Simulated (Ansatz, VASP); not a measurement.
**One calculation of Mg8HO8, two programs**

The input INCAR:

```
SYSTEM = Mg8HO8
PREC = Accurate
ENCUT = 520
EDIFF = 1E-7
ISMEAR = 0
SIGMA = 0.05
LREAL = .False.
LASPH = .True.
NELM = 200
ALGO = Normal
ISIF = 2
LWAVE = .False.
LCHARG = .False.
ISPIN = 2
MAGMOM = 0 0 0 0 0 0 0 0 0 0 0 0 0 0 0 0 1
LORBIT = 11
GGA = PE
IVDW = 12
IBRION = 2
NSW = 80
EDIFFG = -0.03
GGA_COMPAT = .False.
NELMIN = 4
KPAR = 4
```

KPOINTS

```
Automatic mesh
0
Gamma
  3 3 3
  0 0 0
```

The input POSCAR:

```
Mg8HO8
1.0
    0.0000000000      3.8510000000      3.8510000000
    3.8510000000      0.0000000000      3.8510000000
    3.8510000000      3.8510000000      0.0000000000
Mg O H
8 8 1
Direct
    0.0000000000      0.0000000000      0.0000000000
    0.0000000000      0.0000000000      0.5000000000
    0.0000000000      0.5000000000      0.0000000000
    0.0000000000      0.5000000000      0.5000000000
    0.5000000000      0.0000000000      0.0000000000
    0.5000000000      0.0000000000      0.5000000000
    0.5000000000      0.5000000000      0.0000000000
    0.5000000000      0.5000000000      0.5000000000
    0.2500000000      0.2500000000      0.2500000000
    0.2500000000      0.2500000000      0.7500000000
    0.2500000000      0.7500000000      0.2500000000
    0.2500000000      0.7500000000      0.7500000000
    0.7500000000      0.2500000000      0.2500000000
    0.7500000000      0.2500000000      0.7500000000
    0.7500000000      0.7500000000      0.2500000000
    0.7500000000      0.7500000000      0.7500000000
    0.1182961000      0.1270527000      0.6172050000
```

Input for Ansatz:

```yaml
crystal:
  lattice:
    - [0.0, 3.851, 3.851]
    - [3.851, 0.0, 3.851]
    - [3.851, 3.851, 0.0]
  atoms:
    - { symbol: Mg, position: [0.0, 0.0, 0.0] }
    - { symbol: O, position: [0.25, 0.25, 0.25] }
    - { symbol: Mg, position: [0.0, 0.0, 0.5] }
    - { symbol: O, position: [0.25, 0.25, 0.75] }
    - { symbol: Mg, position: [0.0, 0.5, 0.0] }
    - { symbol: O, position: [0.25, 0.75, 0.25] }
    - { symbol: Mg, position: [0.0, 0.5, 0.5] }
    - { symbol: O, position: [0.25, 0.75, 0.75] }
    - { symbol: Mg, position: [0.5, 0.0, 0.0] }
    - { symbol: O, position: [0.75, 0.25, 0.25] }
    - { symbol: Mg, position: [0.5, 0.0, 0.5] }
    - { symbol: O, position: [0.75, 0.25, 0.75] }
    - { symbol: Mg, position: [0.5, 0.5, 0.0] }
    - { symbol: O, position: [0.75, 0.75, 0.25] }
    - { symbol: Mg, position: [0.5, 0.5, 0.5] }
    - { symbol: O, position: [0.75, 0.75, 0.75] }
    - { symbol: H, position: [0.1182961, 0.1270527, 0.617205], spin: 1.0 }
magnetization:
  spin_polarized: true
basis:
  ecutwfc: 420.0
kpoints:
  mp_grid: { grid: [3, 3, 3] }
hamiltonian:
  xc: pbe
  dispersion: d3bj
scf:
  occupations: { method: gaussian, width: 0.05 }
  lower_state_search: "off"
relax:
  f_tol: 0.03
  max_steps: 60
  adjacent_minimum: "off"
```

Alike in both runs: task relaxation of the atoms; functional PBE; dispersion D3(BJ); k mesh 3 × 3 × 3; occupations gaussian, width 0.05 eV; collinear spin.

```csv
,VASP,Ansatz
version,VASP 6.6.1,Ansatz 0.2.0
potentials or method,"VASP PAW PBE potentials, release 64 (Mg, O, H), cutoff 520 eV","scalar-relativistic, plane waves, PAW"
valence electrons in the cell,65,129
```

VASP gave:

| Item | Value |
| --- | --- |
| net moment per atom (μB) | 0.05 |
| size of the moment on the site where the two differ most (μB) | 0.31 |

Question: What did Ansatz give for the same quantities?

Answer: net moment per atom (μB): 0.05; size of the moment on the site where the two differ most (μB): 0.40.

Site moments also hang on the region over which each program counts them. VASP's potentials hold 65 valence electrons a cell and Ansatz's 129, so a difference there can come from the potentials and not from the codes.

The k mesh is coarse, so the values compare programs but aren't converged.
